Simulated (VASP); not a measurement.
# Si5Mo (F-43m) in VASP: a series of runs, part 2 of 2

VASP 6.6.1. Earlier steps stand in the parts before.

### 3 Single point, PBE

This run uses another cell than the first one, of 16.36 Å³/atom.

File INCAR:

```
PREC     = Accurate       # precision mode
ENCUT    = 520            # plane-wave cutoff, eV
EDIFF    = 1E-7           # SCF threshold, eV
ISMEAR   = 0              # smearing method
SIGMA    = 0.1            # smearing width, eV
LREAL    = F              # projectors in reciprocal space
LASPH    = T              # aspherical terms in the spheres
NELM     = 100            # most SCF steps
ALGO     = Normal         # electronic algorithm
ISIF     = 2              # what is computed and relaxed
LWAVE    = F              # write WAVECAR
LCHARG   = F              # write CHGCAR
GGA      = PE             # functional
NBANDS   = 26             # bands
```

File KPOINTS:

```
Automatic mesh
0
Gamma
  4 4 4
```

File POSCAR:

```
Si5Mo
1.0
    0.0000000000      3.6613953700      3.6613953700
    3.6613953700      0.0000000000      3.6613953700
    3.6613953700      3.6613953700      0.0000000000
Si Mo
5 1
Direct
    0.2500000000      0.2500000000      0.2500000000
    0.1261565700      0.6246144800      0.6246144800
    0.6246144800      0.6246144800      0.6246144800
    0.6246144800      0.6246144800      0.1261565700
    0.6246144800      0.1261565700      0.6246144800
    0.0000000000      0.0000000000      0.0000000000
```

Potentials or basis: VASP PAW PBE potentials, release 64 (Si, Mo_sv).

Launch:

```console
$ cat potpaw_PBE.64/Si/POTCAR potpaw_PBE.64/Mo_sv/POTCAR > POTCAR
$ mpirun -np 1 vasp_std > vasp.out
```

OUTCAR:

```text
PREC = Accurate
   ENCUT = 520
   EDIFF = 1E-7
   ISMEAR = 0
   LREAL = F
   LASPH = T
   NELM = 100
   ISIF = 2
   GGA = PE

 ion  position               nearest neighbor table
   1  0.250  0.250  0.250-   2 3.04   5 3.04   4 3.04   4 3.04   2 3.04   5 3.04   3 3.04   3 3.04
                             3 3.04   2 3.04   4 3.04   5 3.04   6 3.17   6 3.17   6 3.17   6 3.17
   2  0.126  0.625  0.625-   3 2.58   4 2.58   5 2.58   5 2.60   4 2.60   3 2.60   1 3.04   1 3.04
                             1 3.04   6 3.04   6 3.04   6 3.04
   3  0.625  0.625  0.625-   2 2.58   4 2.58   5 2.58   2 2.60   5 2.60   4 2.60   1 3.04   1 3.04
                             1 3.04   6 3.04   6 3.04   6 3.04
   4  0.625  0.625  0.126-   2 2.58   3 2.58   5 2.58   5 2.60   2 2.60   3 2.60   1 3.04   1 3.04
                             1 3.04   6 3.04   6 3.04   6 3.04
   5  0.625  0.126  0.625-   2 2.58   3 2.58   4 2.58   2 2.60   4 2.60   3 2.60   1 3.04   1 3.04
                             1 3.04   6 3.04   6 3.04   6 3.04
   6  0.000  0.000  0.000-   2 3.04   4 3.04   5 3.04   3 3.04   3 3.04   3 3.04   2 3.04   5 3.04
                             5 3.04   2 3.04   4 3.04   4 3.04   1 3.17   1 3.17   1 3.17   1 3.17

  LATTYP: Found a face centered cubic cell.
 ALAT       =     7.3227907400

  Lattice vectors:

 A1 = (   0.0000000000,   3.6613953700,   3.6613953700)
 A2 = (   3.6613953700,   0.0000000000,   3.6613953700)
 A3 = (   3.6613953700,   3.6613953700,   0.0000000000)

Analysis of symmetry for initial positions (statically):
=====================================================================
 Subroutine PRICEL returns:
 Original cell was already a primitive cell.

 Routine SETGRP: Setting up the symmetry group for a
 face centered cubic supercell.

 Subroutine GETGRP returns: Found 24 space group operations
 (whereof 24 operations were pure point group operations)
 out of a pool of 48 trial point group operations.

The static configuration has the point symmetry T_d .

Analysis of symmetry for dynamics (positions and initial velocities):
=====================================================================
 Subroutine PRICEL returns:
 Original cell was already a primitive cell.

 Routine SETGRP: Setting up the symmetry group for a
 face centered cubic supercell.

 Subroutine GETGRP returns: Found 24 space group operations
 (whereof 24 operations were pure point group operations)
 out of a pool of 48 trial point group operations.

The dynamic configuration has the point symmetry T_d .

 Subroutine INISYM returns: Found 24 space group operations
 (whereof 24 operations are pure point group operations),
 and found     1 'primitive' translations

----------------------------------------------------------------------------------------

                                     Primitive cell

  volume of cell :      98.1680

  direct lattice vectors                    reciprocal lattice vectors
     0.000000000  3.661395370  3.661395370    -0.136559959  0.136559959  0.136559959
     3.661395370  0.000000000  3.661395370     0.136559959 -0.136559959  0.136559959
     3.661395370  3.661395370  0.000000000     0.136559959  0.136559959 -0.136559959

  length of vectors
     5.177994989  5.177994989  5.177994989     0.236528787  0.236528787  0.236528787

  position of ions in fractional coordinates (direct lattice)
     0.250000000  0.250000000  0.250000000
     0.126156570  0.624614480  0.624614480
[... 47 lines left out ...]
 -0.250000  0.250000  0.000000     12.000000
  0.500000  0.500000  0.000000      3.000000
 -0.250000  0.500000  0.250000      6.000000
   k-points           NKPTS =      8   k-points in BZ     NKDIM =      8   number of bands    NBANDS=     26
   number of dos      NEDOS =    301   number of ions     NIONS =      6
   total plane-waves  NPLWV =  64000
   dimension x,y,z NGX =    40 NGY =   40 NGZ =   40
   dimension x,y,z NGXF=    80 NGYF=   80 NGZF=   80
   ions per type =               5   1
   NGX,Y,Z   is equivalent  to a cutoff of  12.84, 12.84, 12.84 a.u.
   NGXF,Y,Z  is equivalent  to a cutoff of  25.68, 25.68, 25.68 a.u.
 SYSTEM =  unknown system
   PREC   = accura    normal or accurate (medium, high low for compatibility)
   ISTART =      0    job   : 0-new  1-cont  2-samecut
   ICHARG =      2    charge: 1-file 2-atom 10-const
   ISPIN  =      1    spin polarized calculation?
   LNONCOLLINEAR =      F non collinear calculations
   LSORBIT =      F    spin-orbit coupling
   LASPH  =      T    aspherical Exc in radial PAW
   ENCUT  =  520.0 eV  38.22 Ry    6.18 a.u.   9.63  9.63  9.63*2*pi/ulx,y,z
   NELM   =    100;   NELMIN=  2; NELMDL= -5     # of ELM steps
   EDIFF  = 0.1E-06   stopping-criterion for ELM
   LREAL  =      F    real-space projection
   EDIFFG = 0.1E-05   stopping-criterion for IOM
   NSW    =      0    number of steps for IOM
   IBRION =     -1    ionic relax: 0-MD 1-quasi-New 2-CG
   NFREE  =      0    steps in history (QN), initial steepest desc. (CG)
   ISIF   =      2    stress and relaxation
   ISYM   =      2    0-nonsym 1-usesym 2-fastsym
   POTIM  = 0.5000    time-step for ionic-motion
   TEBEG  =    0.0;   TEEND  =   0.0 temperature during run
   PSTRESS=    0.0 pullay stress
   NELECT =      34.0000    total number of electrons
   NUPDOWN=      -1.0000    fix difference up-down
   EMIN   =  10.00;   EMAX   =-10.00  energy-range for DOS
   EFERMI =   0.00;   METHOD = LEGACY
   ISMEAR =     0;   SIGMA  =   0.10  broadening in eV -4-tet -1-fermi 0-gaus
   EFERMI_NEDOS =   21; number of points for ismear=-14 and -15
   IALGO  =     38    algorithm
   IMIX   =      4    mixing-type and parameters
     AMIX     =   0.40;   BMIX     =  1.00
     AMIX_MAG =   1.60;   BMIX_MAG =  1.00
  volume/ion in A,a.u.               =      16.36       110.41
  Fermi-wavevector in a.u.,A,eV,Ry     =   1.149682  2.172585 17.983764  1.321769
  Thomas-Fermi vector in A             =   2.286351
   LORBIT       =      0    0 simple, 1 ext, 2 COOP (PROOUT), +10 PAW based schemes
   GGA     = PE    functional components
   LHFCALC =     F    Hartree Fock is set to
   AEXX    =    0.0000 exact exchange contribution
   IVDW    =     0    specifies the selected vdW correction
   LEPSILON=     F    determine dielectric tensor
   LRPA    =     F    only Hartree local field effects (RPA)
 non-spin polarized calculation
 Gauss-broadening in eV      SIGMA  =   0.10
  energy-cutoff  :      520.00
  volume of cell :       98.17
 maximum number of plane-waves:      2685
 NGX is ok and might be reduce to    40
   NGX = 19   NGY = 19   NGZ = 19

 number of electron      34.0000002 magnetization

 Free energy of the ion-electron system (eV)
  ---------------------------------------------------
  ext. energy  EPLUGINS =         0.00000000
  ---------------------------------------------------
  free energy    TOTEN  =       -34.43064844 eV

  energy without entropy =      -34.40274172  energy(sigma->0) =      -34.41669508

 E-fermi :   9.3919     XC(G=0): -11.0864

 val. band max:        9.3402908231   @ k =   0.5000   0.5000   0.0000
 cond. band min:       9.4113034704   @ k =  -0.2500   0.2500   0.0000
 fundamental gap:      0.0710126473
 Fermi energy:         9.3918715367

 k-point     1 :       0.0000    0.0000    0.0000
  band No.  band energies     occupation
      1     -52.0569      2.00000
      2     -26.1123      2.00000
      3     -26.1123      2.00000
      4     -26.1123      2.00000
      5      -4.0980      2.00000
      6       2.1924      2.00000
[... 221 lines left out ...]
     25      12.6564      0.00000
     26      13.6583      0.00000

------------------------ aborting loop because EDIFF is reached ----------------------------------------

  FORCE on cell =-STRESS in cart. coord.  units (eV):
  Direction    XX          YY          ZZ          XY          YZ          ZX
  --------------------------------------------------------------------------------------
  -------------------------------------------------------------------------------------
  Total       -7.6025647     -7.6025647     -7.6025647      0.0000000     -0.0000000      0.0000000
  in kB     -124.0797261   -124.0797261   -124.0797261      0.0000000     -0.0000000      0.0000000
  external PRESSURE =    -124.0797261 kB  Pullay stress =       0.0000000 kB

 VOLUME and BASIS-vectors are now :
 -----------------------------------------------------------------------------
  energy-cutoff  :      520.00
  volume of cell :       98.17
      direct lattice vectors                 reciprocal lattice vectors
     0.000000000  3.661395370  3.661395370    -0.136559959  0.136559959  0.136559959
     3.661395370  0.000000000  3.661395370     0.136559959 -0.136559959  0.136559959
     3.661395370  3.661395370  0.000000000     0.136559959  0.136559959 -0.136559959

 POSITION                                       TOTAL-FORCE (eV/Angst)
 -----------------------------------------------------------------------------------
      1.83070      1.83070      1.83070         0.000000      0.000000     -0.000000
      4.57392      2.74887      2.74887         0.223965     -0.223965     -0.223965
      4.57392      4.57392      4.57392         0.223965      0.223965      0.223965
      2.74887      2.74887      4.57392        -0.223965     -0.223965      0.223965
      2.74887      4.57392      2.74887        -0.223965      0.223965     -0.223965
      0.00000      0.00000      0.00000         0.000000     -0.000000     -0.000000
 -----------------------------------------------------------------------------------
    total drift:                               -0.000001     -0.000001     -0.000001

  FREE ENERGIE OF THE ION-ELECTRON SYSTEM (eV)
  ---------------------------------------------------
  free  energy   TOTEN  =       -34.4306484374 eV

  energy  without entropy=      -34.4027417245  energy(sigma->0) =      -34.41669508
```

Wall time 51 s (1 thread of Intel Xeon 8259CL, shared host); peak memory 0.23 GiB.

What came out:

- Free energy: -34.4306 eV
- Pressure: -12.4 GPa
- Largest force: 0.388 eV/Å
- Band gap on the k mesh: zero (bands 17 and 18 overlap by 0.86 eV)

Forces in eV/Å, atoms in the order of the input:
```
Si   0.000  0.000  0.000
Si   0.224 -0.224 -0.224
Si   0.224  0.224  0.224
Si  -0.224 -0.224  0.224
Si  -0.224  0.224 -0.224
Mo   0.000  0.000  0.000
```

Caveat: the k points lie up to 0.37 Å⁻¹ apart, too coarse for converged energies and pressures of a metal.

### 4 Relaxation of cell and atoms, PBE

This run uses another cell than the first one, of 16.36 Å³/atom.

File INCAR:

```
PREC = Accurate
ENCUT = 600
EDIFF = 1E-7
ISMEAR = 0
SIGMA = 0.1
LREAL = F
LASPH = T
NELM = 60
ALGO = Normal
ISIF = 3
LWAVE = F
LCHARG = F
GGA = PE
IBRION = 2
NSW = 90
EDIFFG = -0.04
```

KPOINTS is that of step 3.

POSCAR is that of step 3.

Launch:

```console
$ cat potpaw_PBE.64/Si/POTCAR potpaw_PBE.64/Mo_sv/POTCAR > POTCAR
$ mpirun -np 1 vasp_std > vasp.out
```

Run time: 4 min. Hardware: 1 thread of Intel Xeon 8259CL, shared host; peak memory 0.28 GiB.

It converged, with:

```yaml
Free_energy: -35.0285 eV
Relaxed_volume: 14.18 Å³/atom
Relaxed_cell: a = 4.937 Å, b = 4.937 Å, c = 4.937 Å, α = 60.00°, β = 60.00°, γ = 60.00°
Space_group_after_relaxing_to_0.1_Å: F-43m (No. 216)
Energy_gained_by_relaxing: 99.6 meV/atom
Ionic_steps: 6
Pressure_after_relaxing: -0.3 GPa
Largest_force_after_relaxing: 0.014 eV/Å
Band_gap_on_the_k_mesh: zero (bands 17 and 18 overlap by 1.21 eV)
```

Forces in eV/Å, atoms in the order of the input:
```
Si   0.000  0.000  0.000
Si   0.008 -0.008 -0.008
Si   0.008  0.008  0.008
Si  -0.008 -0.008  0.008
Si  -0.008  0.008 -0.008
Mo   0.000  0.000  0.000
```

The path:
```tsv
step	energy change (eV)	largest force (eV/Å)	pressure (GPa)	volume (Å³)
1	0.0000	0.3880	-12.42	98.17
2	-0.5176	0.5692	6.05	81.23
3	-0.5936	0.2487	-0.12	85.11
4	-0.5934	0.2306	-0.47	85.35
5	-0.5975	0.0744	-0.27	85.04
6	-0.5978	0.0140	-0.32	85.10
```

Final structure:
```
Si Mo
1.0
     0.00000    3.49118    3.49118
     3.49118    0.00000    3.49118
     3.49118    3.49118    0.00000
Si Mo
5 1
Cartesian
  1.7456 1.7456 1.7456
  4.3638 2.6186 2.6186
  4.3638 4.3638 4.3638
  2.6186 2.6186 4.3638
  2.6186 4.3638 2.6186
  0.0000 0.0000 0.0000
```

Levels at points of the mesh, in eV from the Fermi level:
```
           k point  band 14  band 15  band 16  band 17  band 18  band 19  band 20  band 21
(0.00, 0.00, 0.00)    -4.56    -4.56    -1.01    -1.01    -1.01     1.10     1.10     1.10
(0.50, 0.00, 0.00)    -3.10    -1.37    -0.36     0.09     0.09     0.21     0.21     1.73
(0.50, 0.50, 0.00)    -2.13    -1.72    -0.50    -0.08     0.09     0.09     1.18     1.18
```

Caveat: the k points lie up to 0.39 Å⁻¹ apart in the final cell, too coarse for converged energies and pressures of a metal.

### 5 Single point, PBE

File INCAR:

```
PREC = Accurate ; ENCUT = 520
EDIFF = 1E-7 ; ISMEAR = 0
SIGMA = 0.1 ; LREAL = F
LASPH = T ; NELM = 80
ALGO = Normal ; ISIF = 2
LWAVE = F ; LCHARG = T
GGA = PE ; LELF = T
LVHAR = T ; NBANDS = 26
```

File KPOINTS:

```
Automatic mesh
0
Gamma
  10 10 10
```

File POSCAR:

```
Si5Mo
1.0
    0.0000000000      3.4863001787      3.4863001787
    3.4863001787      0.0000000000      3.4863001787
    3.4863001787      3.4863001787      0.0000000000
Si Mo
5 1
Direct
    0.7500000000      0.7500000000      0.7500000000
    0.3754845799      0.3754845799      0.8735462604
    0.3754845799      0.8735462604      0.3754845799
    0.3754845799      0.3754845799      0.3754845799
    0.8735462604      0.3754845799      0.3754845799
    0.0000000000      0.0000000000      0.0000000000
```

Launch:

```console
$ cat potpaw_PBE.64/Si/POTCAR potpaw_PBE.64/Mo_sv/POTCAR > POTCAR
$ mpirun -np 1 vasp_std > vasp.out
```

Wall time 3 min (1 thread of Intel Xeon 8259CL, shared host); peak memory 0.28 GiB.

Results (log left out):

```
Free energy            : -35.1570 eV
Pressure               : 0.0 GPa
Band gap on the k mesh : zero (bands 17 and 18 overlap by 1.36 eV)
```

Levels at points of the mesh, in eV from the Fermi level:
| k point | band 13 | band 14 | band 15 | band 16 | band 17 | band 18 | band 19 | band 20 | band 21 | band 22 |
| --- | --- | --- | --- | --- | --- | --- | --- | --- | --- | --- |
| (0.00, 0.00, 0.00) | -5.61 | -4.51 | -4.51 | -0.95 | -0.95 | -0.95 | 1.18 | 1.18 | 1.18 | 2.30 |
| (0.50, 0.00, 0.00) | -3.04 | -3.04 | -1.32 | -0.29 | 0.14 | 0.14 | 0.29 | 0.29 | 1.79 | 2.39 |
| (0.50, 0.50, 0.00) | -2.54 | -2.09 | -1.66 | -0.41 | 0.00 | 0.14 | 0.14 | 1.25 | 1.25 | 1.74 |

### 6 Relaxation of cell and atoms, PBE

File INCAR:

```
  ALGO = Normal
  EDIFF = 1E-6
  EDIFFG = -0.01
  ENCUT = 600
  GGA = PE
  IBRION = 2
  ISIF = 3
  ISMEAR = 0
  LASPH = True
  LCHARG = False
  LREAL = False
  LWAVE = False
  NELM = 100
  NSW = 100
  PREC = Accurate
  SIGMA = 0.1
```

File KPOINTS:

```
k-points
0
Gamma
  10 10 10
```

File POSCAR:

```
Si5Mo
1.0
    0.0000000000      3.4880984611      3.4880984611
    3.4880984611      0.0000000000      3.4880984611
    3.4880984611      3.4880984611      0.0000000000
Si Mo
5 1
Direct
    0.7500000000      0.7500000000      0.7500000000
    0.3749592507      0.3749592507      0.8751222479
    0.3749592507      0.8751222479      0.3749592507
    0.3749592507      0.3749592507      0.3749592507
    0.8751222479      0.3749592507      0.3749592507
    0.0000000000      0.0000000000      0.0000000000
```

Potentials or basis: VASP PAW PBE potentials, release 64 (Si, Mo_sv).

Launch:

```console
$ cat potpaw_PBE.64/Si/POTCAR potpaw_PBE.64/Mo_sv/POTCAR > POTCAR
$ mpirun -np 1 vasp_std > vasp.out
```

Wall time 5 min (1 thread of Intel Xeon 8259CL, shared host); peak memory 0.31 GiB.

It converged, with:

- Free energy: -35.1577 eV
- Relaxed volume: 14.12 Å³/atom
- Relaxed cell: a = 4.930 Å, b = 4.930 Å, c = 4.930 Å, α = 60.00°, β = 60.00°, γ = 60.00°
- Space group after relaxing (to 0.1 Å): F-43m (No. 216)
- Energy gained by relaxing: 0.4 meV/atom
- Ionic steps: 3
- Pressure after relaxing: 0.0 GPa
- Band gap on the k mesh: zero (bands 17 and 18 overlap by 1.36 eV)

Step by step:
```
step  energy change (eV)  largest force (eV/Å)  pressure (GPa)  volume (Å³)
   1              0.0000                0.1863           -0.17        84.88
   2             -0.0021                0.0765            0.03        84.69
   3             -0.0025                0.0002           -0.03        84.74
```

Final structure:
```cif
data_structure
_symmetry_space_group_name_H-M 'P 1'
_symmetry_Int_Tables_number 1
_cell_length_a 4.9303
_cell_length_b 4.9303
_cell_length_c 4.9303
_cell_angle_alpha 60.000
_cell_angle_beta 60.000
_cell_angle_gamma 60.000
_cell_volume 84.74
loop_
_atom_site_label
_atom_site_type_symbol
_atom_site_fract_x
_atom_site_fract_y
_atom_site_fract_z
_atom_site_occupancy
Si1 Si 0.75000 0.75000 0.75000 1
Si2 Si 0.37549 0.37549 0.87353 1
Si3 Si 0.37549 0.87353 0.37549 1
Si4 Si 0.37549 0.37549 0.37549 1
Si5 Si 0.87353 0.37549 0.37549 1
Mo1 Mo 0.00000 0.00000 0.00000 1
```

Levels at points of the mesh, in eV from the Fermi level:
| k point | band 14 | band 15 | band 16 | band 17 | band 18 | band 19 | band 20 | band 21 |
| --- | --- | --- | --- | --- | --- | --- | --- | --- |
| (0.00, 0.00, 0.00) | -4.51 | -4.51 | -0.95 | -0.95 | -0.95 | 1.18 | 1.18 | 1.18 |
| (0.50, 0.00, 0.00) | -3.04 | -1.32 | -0.29 | 0.14 | 0.14 | 0.29 | 0.29 | 1.79 |
| (0.50, 0.50, 0.00) | -2.09 | -1.66 | -0.41 | 0.00 | 0.14 | 0.14 | 1.25 | 1.25 |

### 7 The runs side by side

| task | cell | k mesh | cutoff (eV) | gap on the mesh (eV) | pressure (GPa) | relaxed volume (Å³/atom) | largest force (eV/Å) |
| --- | --- | --- | --- | --- | --- | --- | --- |
| single point | a = 4.933 Å, angles 60.0°, 6 atoms, atomic positions A | 4 × 4 × 4 | 520 | none | 0.0 | - | 0.02 |
| single point | a = 5.178 Å, angles 60.0°, 6 atoms, atomic positions B | 4 × 4 × 4 | 520 | none | -12.4 | - | 0.39 |
| relaxation of cell and atoms | relaxed from a = 5.178 Å, angles 60.0°, 6 atoms, atomic positions B | 4 × 4 × 4 | 600 | none | -0.3 | 14.18 | 0.01 |
| single point | a = 4.930 Å, angles 60.0°, 6 atoms, atomic positions C | 10 × 10 × 10 | 520 | none | 0.0 | - | - |
| relaxation of cell and atoms | relaxed from a = 4.933 Å, angles 60.0°, 6 atoms, atomic positions A | 10 × 10 × 10 | 600 | none | 0.0 | 14.12 | - |

Alike in all rows: level PBE; potentials or basis VASP PAW PBE potentials, release 64 (Si, Mo_sv); no spin polarisation; smearing gaussian 0.1 eV.

Caveats: some runs use coarse meshes.

Total energies depend on the potentials used, so only differences within one code and one set of settings carry meaning.

The gap in the log of VASP goes by the Fermi energy; the results here count the filled bands.